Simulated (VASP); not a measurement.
# GaSi62 (a cell with a defect) in VASP: further runs

Runs on GaSi62 (a cell with a defect). Level: LDA. Tasks: single point.

Program: VASP 6.6.1. These are calculated values, not measurements. Logs are shortened: lines on timing, memory, paths and dates and some standing lists are left out, and cuts for length are marked.

## 1. The cell of the first run

The cell holds a defect, 63 atoms: a = 10.860 Å, b = 10.860 Å, c = 10.860 Å, α = 90.00°, β = 90.00°, γ = 90.00°.

## 2. Single point, LDA, collinear spin, zero start

INCAR reads:

```
PREC = Accurate ; ENCUT = 520
EDIFF = 1E-6 ; ISMEAR = 0
SIGMA = 0.02 ; LREAL = Auto
LASPH = T ; NELM = 150
ALGO = Normal ; ISIF = 2
LWAVE = F ; LCHARG = F
ISPIN = 2 ; MAGMOM = 0 0 0 0 0 0 0 0 0 0 0 0 0 0 0 0 0 0 0 0 0 0 0 0 0 0 0 0 0 0 0 0 0 0 0 0 0 0 0 0 0 0 0 0 0 0 0 0 0 0 0 0 0 0 0 0 0 0 0 0 0 0 0
LORBIT = 11 ; NBANDS = 172
NELECT = 259.0
```

KPOINTS reads:

```
Automatic mesh
0
Gamma
  1 1 1
```

POSCAR reads:

```
GaSi62
1.0
   10.8600000000      0.0000000000      0.0000000000
    0.0000000000     10.8600000000      0.0000000000
    0.0000000000      0.0000000000     10.8600000000
Si Ga
62 1
Direct
    0.4984117864     -0.0013447514     -0.0073235727
    0.8757054328      0.3761388582      0.1259591160
    0.7576980663     -0.0013955801      0.2518757827
    0.8766371087      0.1250424494      0.3772761510
   -0.0003672192      0.0017241252      0.0009616022
    0.1252798343      0.1248604972      0.1256849908
    0.2504483425      0.2510493554     -0.0003338858
    0.3733385820      0.3769459484      0.1253531308
    0.5020258748      0.4994182320      0.0010055249
    0.6245468692      0.6258012891      0.1257767956
    0.7507012891      0.7509780847     -0.0003440147
    0.8768839779      0.8734171271      0.1254306630
    0.2517708103      0.0012115101      0.2494416206
    0.3757411602      0.1264428177      0.3745853591
    0.4985632597      0.2578393186      0.2520250460
    0.6248855433      0.3771219153      0.3771106814
    0.7494395948      0.5000062615      0.2489520258
    0.8768099448      0.6251716390      0.3748153775
    0.5009950276      0.0011557090      0.4984164825
    0.6245130755      0.1248282689      0.6248315838
    0.7507331492      0.2509865562      0.4997981584
    0.8747026703      0.3751978821      0.6251884899
    0.7494638122      0.0016884899      0.7505503683
    0.8756197974      0.1247344383      0.8744950276
   -0.0015026703      0.4989692449     -0.0007837017
    0.1243670350      0.6244391344      0.1253801105
    0.2497821363      0.7497602210      0.0002094843
    0.3756831492      0.8761737569      0.1241990792
   -0.0005807551      0.2493295580      0.2488551565
    0.1247993554      0.3768208103      0.3746435543
    0.2500006446      0.5020447514      0.2495880295
    0.3753092081      0.6263319521      0.3748133517
    0.5007591160      0.7520110497      0.2493698895
    0.6260995396      0.8759309392      0.3743861878
    0.0021147330      0.0009380295      0.5004617864
    0.1243455801      0.1251455801      0.6260267956
    0.2498026703      0.2504490792      0.5008935543
    0.3759659300      0.3769083794      0.6258299263
    0.5006285451      0.5021991713      0.5004125230
    0.6248620626      0.6245822284      0.6258812155
    0.7501488950      0.7499059853      0.5007232965
    0.8768664825      0.8758201657      0.6254776243
    0.2500477901      0.0008953039      0.7484572744
    0.3731112339      0.1252081031      0.8736962247
    0.5018436464      0.2494607735      0.7511457643
    0.6258624309      0.3746313076      0.8757805709
    0.7506100368      0.4986792818      0.7517417127
    0.8744406077      0.6252909761      0.8754000921
    0.0021834254      0.7501332413      0.2496683241
    0.1262046961      0.8758046961      0.3747978821
    0.0004885820      0.5006075506      0.4999730203
    0.1253240331      0.6253732965      0.6252081952
    0.2506816759      0.7508716390      0.4997366483
    0.3755802026      0.8757988029      0.6241957643
   -0.0014065378      0.2512836096      0.7516134438
    0.1249087477      0.3751150092      0.8755105893
    0.2506636280      0.5005109576      0.7501433702
    0.3759451197      0.6248007366      0.8737397790
    0.5007116022      0.7501076427      0.7483378453
    0.6247895028      0.8735507366      0.8734219153
    0.0003108656      0.7504442910      0.7499652855
    0.1248792818      0.8758093002      0.8735037753
    0.6149969613      0.1150697974      0.1354233886
```

Potentials or basis: VASP PAW LDA potentials, release 64 (Si, Ga_d).

Started as:

```bash
> cat potpaw_LDA.64/Si/POTCAR potpaw_LDA.64/Ga_d/POTCAR > POTCAR
> mpirun -np 1 vasp_gam > vasp.out
```

OUTCAR:

```text
PREC = Accurate
   ENCUT = 520
   EDIFF = 1E-6
   ISMEAR = 0
   LREAL = Auto
   LASPH = T
   NELM = 150
   ISIF = 2
   ISPIN = 2
   LORBIT = 11
   NELECT = 259.0

 ion  position               nearest neighbor table
   1  0.498  0.999  0.993-  60 2.33  44 2.33  28 2.36  63 2.37
   2  0.876  0.376  0.126-  25 2.33  17 2.34  29 2.34
   3  0.758  0.999  0.252-   4 2.33  12 2.33  34 2.36  63 2.37
   4  0.877  0.125  0.377-   3 2.33  35 2.34  21 2.35  29 2.35
   5  1.000  0.002  0.001-  24 2.34   6 2.34  12 2.35  62 2.37
   6  0.125  0.125  0.126-  29 2.34   5 2.34  13 2.34   7 2.37
   7  0.250  0.251  1.000-  56 2.34   8 2.35  44 2.35   6 2.37
   8  0.373  0.377  0.125-  15 2.33  31 2.34   7 2.35   9 2.35
[... 41 lines left out ...]
  50  0.126  0.876  0.375-  53 2.35  49 2.35  35 2.35  13 2.36
  51  0.000  0.501  0.500-  18 2.34  30 2.34  52 2.35  22 2.36
  52  0.125  0.625  0.625-  51 2.35  61 2.35  57 2.35  53 2.36
[... 8 lines left out ...]
  61  0.000  0.750  0.750-  42 2.34  62 2.34  52 2.35  48 2.36
  62  0.125  0.876  0.874-  61 2.34  43 2.35  27 2.37   5 2.37
  63  0.615  0.115  0.135-   3 2.37   1 2.37  15 2.37

  LATTYP: Found a simple cubic cell.
 ALAT       =    10.8600000000

  Lattice vectors:

 A1 = (  10.8600000000,   0.0000000000,   0.0000000000)
 A2 = (   0.0000000000,  10.8600000000,   0.0000000000)
 A3 = (   0.0000000000,   0.0000000000,  10.8600000000)

Analysis of symmetry for initial positions (statically):
=====================================================================
 Subroutine PRICEL returns:
 Original cell was already a primitive cell.

 Routine SETGRP: Setting up the symmetry group for a
 simple cubic supercell.

 Subroutine GETGRP returns: Found  1 space group operations
 (whereof  1 operations were pure point group operations)
 out of a pool of 48 trial point group operations.

The static configuration has the point symmetry C_1 .

Analysis of symmetry for dynamics (positions and initial velocities):
=====================================================================
 Subroutine PRICEL returns:
 Original cell was already a primitive cell.

 Routine SETGRP: Setting up the symmetry group for a
 simple cubic supercell.

 Subroutine GETGRP returns: Found  1 space group operations
 (whereof  1 operations were pure point group operations)
 out of a pool of 48 trial point group operations.

The dynamic configuration has the point symmetry C_1 .

Analysis of structural, dynamic, and magnetic symmetry:
=====================================================================
 Subroutine PRICEL returns:
 Original cell was already a primitive cell.

 Routine SETGRP: Setting up the symmetry group for a
 simple cubic supercell.

 Subroutine GETGRP returns: Found  1 space group operations
 (whereof  1 operations were pure point group operations)
 out of a pool of 48 trial point group operations.

The overall configuration has the point symmetry C_1 .

 Subroutine INISYM returns: Found  1 space group operations
 (whereof  1 operations are pure point group operations),
 and found     1 'primitive' translations

----------------------------------------------------------------------------------------

                                     Primitive cell

  volume of cell :    1280.8241

  direct lattice vectors                    reciprocal lattice vectors
    10.860000000  0.000000000  0.000000000     0.092081031  0.000000000  0.000000000
     0.000000000 10.860000000  0.000000000     0.000000000  0.092081031  0.000000000
     0.000000000  0.000000000 10.860000000     0.000000000  0.000000000  0.092081031

  length of vectors
[... 172 lines left out ...]
   ISTART =      0    job   : 0-new  1-cont  2-samecut
   ICHARG =      2    charge: 1-file 2-atom 10-const
   ISPIN  =      2    spin polarized calculation?
   LNONCOLLINEAR =      F non collinear calculations
   LSORBIT =      F    spin-orbit coupling
   LASPH  =      T    aspherical Exc in radial PAW
   ENCUT  =  520.0 eV  38.22 Ry    6.18 a.u.  20.19 20.19 20.19*2*pi/ulx,y,z
   NELM   =    150;   NELMIN=  2; NELMDL= -5     # of ELM steps
   EDIFF  = 0.1E-05   stopping-criterion for ELM
   LREAL  =      T    real-space projection
   EDIFFG = 0.1E-04   stopping-criterion for IOM
   NSW    =      0    number of steps for IOM
   IBRION =     -1    ionic relax: 0-MD 1-quasi-New 2-CG
   NFREE  =      0    steps in history (QN), initial steepest desc. (CG)
   ISIF   =      2    stress and relaxation
   ISYM   =      2    0-nonsym 1-usesym 2-fastsym
   POTIM  = 0.5000    time-step for ionic-motion
   TEBEG  =    0.0;   TEEND  =   0.0 temperature during run
   PSTRESS=    0.0 pullay stress
   NELECT =     259.0000    total number of electrons
   NUPDOWN=      -1.0000    fix difference up-down
   EMIN   =  10.00;   EMAX   =-10.00  energy-range for DOS
   EFERMI =   0.00;   METHOD = LEGACY
   ISMEAR =     0;   SIGMA  =   0.02  broadening in eV -4-tet -1-fermi 0-gaus
   EFERMI_NEDOS =   21; number of points for ismear=-14 and -15
   IALGO  =     38    algorithm
   IMIX   =      4    mixing-type and parameters
     AMIX     =   0.40;   BMIX     =  1.00
     AMIX_MAG =   1.60;   BMIX_MAG =  1.00
  volume/ion in A,a.u.               =      20.33       137.20
  Fermi-wavevector in a.u.,A,eV,Ry     =   0.960900  1.815838 12.562655  0.923329
  Thomas-Fermi vector in A             =   2.090225
   LORBIT       =     11    0 simple, 1 ext, 2 COOP (PROOUT), +10 PAW based schemes
   GGA     = CA    functional components
   LHFCALC =     F    Hartree Fock is set to
   AEXX    =    0.0000 exact exchange contribution
   IVDW    =     0    specifies the selected vdW correction
   LEPSILON=     F    determine dielectric tensor
   LRPA    =     F    only Hartree local field effects (RPA)
 spin polarized calculation
 Gauss-broadening in eV      SIGMA  =   0.02
  energy-cutoff  :      520.00
  volume of cell :     1280.82
 maximum number of plane-waves:     17229
 NGX is ok and might be reduce to    84
   NGX = 41   NGY = 41   NGZ = 41

 number of electron     258.9999983 magnetization       0.0003757

 number of electron     258.9999983 magnetization      -0.0112788

 Free energy of the ion-electron system (eV)
  ---------------------------------------------------
  ext. energy  EPLUGINS =         0.00000000
  ---------------------------------------------------
  free energy    TOTEN  =      -375.29466104 eV

  energy without entropy =     -375.28338098  energy(sigma->0) =     -375.28902101

 E-fermi :   5.4622     XC(G=0):  -9.5228

 val. band max:        5.4618139056   @ k =   0.0000   0.0000   0.0000
 cond. band min:       5.4625416273   @ k =   0.0000   0.0000   0.0000
 fundamental gap:      0.0007277218
 Fermi energy:         5.4621777665

 spin component 1

 k-point     1 :       0.0000    0.0000    0.0000
  band No.  band energies     occupation
      1      -9.1910      1.00000
      2      -9.1488      1.00000
      3      -9.1486      1.00000
      4      -9.0599      1.00000
      5      -9.0598      1.00000
      6      -6.2979      1.00000
[... 133 lines left out ...]
    140       6.7223      0.00000
    141       6.7242      0.00000
 Fermi energy:         5.4621777665

 spin component 2

 k-point     1 :       0.0000    0.0000    0.0000
  band No.  band energies     occupation
      1      -9.1911      1.00000
      2      -9.1489      1.00000
      3      -9.1486      1.00000
      4      -9.0599      1.00000
      5      -9.0598      1.00000
      6      -6.2980      1.00000
[... 133 lines left out ...]
    140       6.7222      0.00000
    141       6.7241      0.00000
 [bands above 141 left out]

------------------------ aborting loop because EDIFF is reached ----------------------------------------

  FORCE on cell =-STRESS in cart. coord.  units (eV):
  Direction    XX          YY          ZZ          XY          YZ          ZX
  --------------------------------------------------------------------------------------
  -------------------------------------------------------------------------------------
  Total      -26.5198490    -26.6276721    -26.6185859     -2.2968075      2.7118964      2.3197717
  in kB      -33.1735656    -33.3084411    -33.2970752     -2.8730667      3.3922996      2.9017925
  external PRESSURE =     -33.2596940 kB  Pullay stress =       0.0000000 kB

 VOLUME and BASIS-vectors are now :
 -----------------------------------------------------------------------------
  energy-cutoff  :      520.00
  volume of cell :     1280.82
      direct lattice vectors                 reciprocal lattice vectors
    10.860000000  0.000000000  0.000000000     0.092081031  0.000000000  0.000000000
     0.000000000 10.860000000  0.000000000     0.000000000  0.092081031  0.000000000
     0.000000000  0.000000000 10.860000000     0.000000000  0.000000000  0.092081031

 POSITION                                       TOTAL-FORCE (eV/Angst)
 -----------------------------------------------------------------------------------
      5.41275     10.84540     10.78047        -0.009382      0.002560      0.001423
      9.51016      4.08487      1.36792        -0.001250     -0.010552     -0.008006
      8.22860     10.84484      2.73537         0.005792     -0.010718      0.008175
      9.52028      1.35796      4.09722         0.002902      0.002747     -0.005966
     10.85601      0.01872      0.01044        -0.011956      0.001061     -0.005434
      1.36054      1.35598      1.36494         0.012545     -0.003275      0.001826
[... 55 lines left out ...]
      1.35619      9.51129      9.48625        -0.005463     -0.005862      0.009915
      6.67887      1.24966      1.47070        -0.005103      0.006818     -0.003506
 -----------------------------------------------------------------------------------
    total drift:                                0.004941      0.000335      0.002527

  FREE ENERGIE OF THE ION-ELECTRON SYSTEM (eV)
  ---------------------------------------------------
  free  energy   TOTEN  =      -375.2946610366 eV

  energy  without entropy=     -375.2833809791  energy(sigma->0) =     -375.28902101

 total charge

# of ion       s       p       d       tot
------------------------------------------
    1        0.753   0.959   0.000   1.711
    2        0.788   0.855   0.000   1.643
    3        0.753   0.959   0.000   1.711
    4        0.746   0.962   0.000   1.708
    5        0.749   0.944   0.000   1.693
    6        0.747   0.956   0.000   1.703
[... 55 lines left out ...]
   62        0.752   0.938   0.000   1.691
   63        0.957   0.798   9.953  11.708
--------------------------------------------------
tot         47.479  59.532   9.953 116.964

 magnetization (x)

# of ion       s       p       d       tot
------------------------------------------
    1       -0.000  -0.000   0.000  -0.000
    2       -0.000  -0.000   0.000  -0.000
    3       -0.000  -0.000   0.000  -0.000
    4       -0.000  -0.000   0.000  -0.000
    5       -0.000  -0.000   0.000  -0.000
    6       -0.000  -0.000   0.000  -0.000
[... 55 lines left out ...]
   62       -0.000  -0.000   0.000  -0.000
   63       -0.000  -0.000   0.000  -0.000
--------------------------------------------------
tot         -0.000  -0.009   0.000  -0.009
```

Run time: 11 min. Hardware: 1 thread of Intel Xeon Platinum 8259CL at 2.50GHz (Skylake/Cascade Lake), shared host; peak memory 0.88 GiB.

Results:

- Free energy: -375.2947 eV
- Largest force: 0.019 eV/Å
- Net moment: -0.01 μB per cell
- Valence electrons inside the program's atomic spheres: Si 1.71, 1.64, 1.69, 1.70 (each value once); Ga 11.71

Forces on the atoms (eV/Å):
```
Si  -0.009  0.003  0.001
Si  -0.001 -0.011 -0.008
Si   0.006 -0.011  0.008
Si   0.003  0.003 -0.006
Si  -0.012  0.001 -0.005
Si   0.013 -0.003  0.002
Si   0.000 -0.001 -0.001
Si   0.006 -0.006  0.005
Si   0.004 -0.003 -0.002
Si   0.003 -0.007 -0.002
Si  -0.007 -0.004 -0.009
Si   0.001  0.001  0.000
Si  -0.003  0.013 -0.007
Si   0.010  0.005 -0.004
Si  -0.017  0.002 -0.009
Si   0.010 -0.007  0.003
Si  -0.011 -0.001 -0.008
Si   0.006  0.000 -0.008
Si  -0.006 -0.004  0.002
Si   0.011  0.000  0.005
Si  -0.009  0.006 -0.003
Si   0.009 -0.006  0.005
Si  -0.015  0.002  0.007
Si   0.001  0.006  0.010
Si  -0.002  0.003  0.004
Si   0.000  0.001 -0.003
Si  -0.009 -0.005  0.003
Si   0.012 -0.008 -0.009
Si  -0.007  0.011 -0.002
Si   0.001  0.000  0.000
Si  -0.003 -0.008 -0.006
Si   0.017 -0.003 -0.003
Si  -0.004  0.000  0.003
Si   0.007  0.008  0.001
Si  -0.013 -0.002 -0.009
Si   0.011  0.007  0.013
Si  -0.007 -0.003  0.003
Si   0.005 -0.010 -0.002
Si   0.001 -0.002 -0.007
Si   0.002 -0.004  0.011
Si  -0.003 -0.001  0.002
Si  -0.005  0.004 -0.003
Si  -0.003  0.009 -0.006
Si   0.006  0.006  0.001
Si   0.005  0.002  0.007
Si  -0.013  0.007 -0.006
Si   0.008 -0.005  0.005
Si   0.008  0.003  0.004
Si  -0.017  0.002 -0.005
Si  -0.001  0.000  0.004
Si  -0.005 -0.005 -0.008
Si  -0.001 -0.012  0.006
Si  -0.001  0.012 -0.001
Si   0.006  0.001 -0.001
Si  -0.004  0.002 -0.003
Si   0.010 -0.004 -0.005
Si  -0.010 -0.001 -0.001
Si   0.013  0.005  0.008
Si  -0.002  0.002  0.006
Si   0.017 -0.003  0.008
Si   0.003  0.012  0.010
Si  -0.005 -0.006  0.010
Ga  -0.005  0.007 -0.004
```

Levels at points of the mesh, in eV from the Fermi level:
Spin up:
```csv
k point,band 126,band 127,band 128,band 129,band 130,band 131,band 132,band 133
"(0.00, 0.00, 0.00)",-0.73,-0.73,-0.13,-0.13,0.00,0.76,0.77,0.81
```
Spin down:
| k point | band 128 | band 129 | band 130 | band 131 | band 132 | band 133 |
| --- | --- | --- | --- | --- | --- | --- |
| (0.00, 0.00, 0.00) | -0.13 | -0.13 | 0.00 | 0.76 | 0.77 | 0.81 |

Caveat: the k points lie up to 0.58 Å⁻¹ apart; the cell carries a net charge on a neutralising background, which shifts energy and pressure; the cell is charged against a uniform background, so pressure and absolute levels hang on convention.

(Continued in part 2 of 4.)
